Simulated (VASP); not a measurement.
Wanted: the native input for a VASP 6.6.1 run.

| Item | Value |
| --- | --- |
| Task | single point |
| Functional | PBE |
| Potentials or basis | VASP PAW PBE potentials, release 64 (Li_sv, F) |
| Cutoff | 520 eV |
| k mesh | 2 × 2 × 2, shifted |
| Occupations | fermi-dirac, width 0.1034 eV |
| Spin | no spin polarisation |
| Dipole correction | no |
| Further INCAR settings | LREAL = Auto; ALGO = Normal; EDIFF = 1e-06; NBANDS = 54 |

The structure of LiF lies in POSCAR:

```
LiF
1.0
    1.5506099803     -2.6857352686     -4.8705860953
    1.5506099803     -2.6857352686      4.8705860953
   -6.2024399212      0.0000000001      0.0000000000
Li F
8 8
Direct
    0.9467637021      0.3188331122      0.3522101107
    0.4627426450      0.8519222966      0.2940209986
    1.0000636895      0.3229408678      0.8549782244
    0.4466754348      0.8374384689      0.8037477022
    0.8709560711      0.7706040825      0.1706440644
    0.4113831278      0.2926777013      0.1399137693
    0.8921010088      0.7506361037      0.6969527503
    0.4289752176      0.2643135148      0.6246100691
    0.6748206443      0.6708268744      0.3796664703
    0.1511473167      0.1568238410      0.2948198087
    0.6515491148      0.6670022858      0.8477852310
    0.2356585652      0.1998936703      0.8069989725
    0.0728680596      0.5814399135      0.1456738775
    0.5790534512      0.1065390648      0.1754170313
    0.0339098159      0.5374488053      0.6701579432
    0.6313612087      0.0975010224      0.7024659820
```

This cell differs from its parent crystal: dynamics (nve) at 1200 K, volume x 1.04, from the last frame before.

These files were run (other wordings do the same):

INCAR

```
SYSTEM = LiF
ALGO = Normal
EDIFF = 1E-6
ENCUT = 520
GGA = PE
ISIF = 2
ISMEAR = -1
LASPH = .TRUE.
LCHARG = .TRUE.
LELF = .TRUE.
LREAL = Auto
LVHAR = .TRUE.
LWAVE = .FALSE.
NBANDS = 54
NELM = 100
PREC = Accurate
SIGMA = 0.1034
```

KPOINTS

```
Automatic mesh
0
Gamma
  2 2 2
  0.5 0.5 0.5
```

Potentials or basis: VASP PAW PBE potentials, release 64 (Li_sv, F).

Command:

```sh
$ cat potpaw_PBE.64/Li_sv/POTCAR potpaw_PBE.64/F/POTCAR > POTCAR
$ mpirun -np 1 vasp_std > vasp.out
```

Results of the run:

- Largest force: 1.257 eV/Å
- Band gap on the k mesh: 8.07 eV (least direct gap 8.11 eV)

Caveat: the k points lie up to 0.67 Å⁻¹ apart; the atoms stand as in a frame of molecular dynamics; a shifted mesh leaves out Γ, where band edges can lie; forces of over 1 eV/Å act on the atoms, so gaps and moduli don't describe the material at rest.

Run time: 68 s on 1 thread of Intel(R) Xeon(R) Platinum 8559C (Emerald Rapids), with other jobs on the host, peak memory 0.3 GiB.
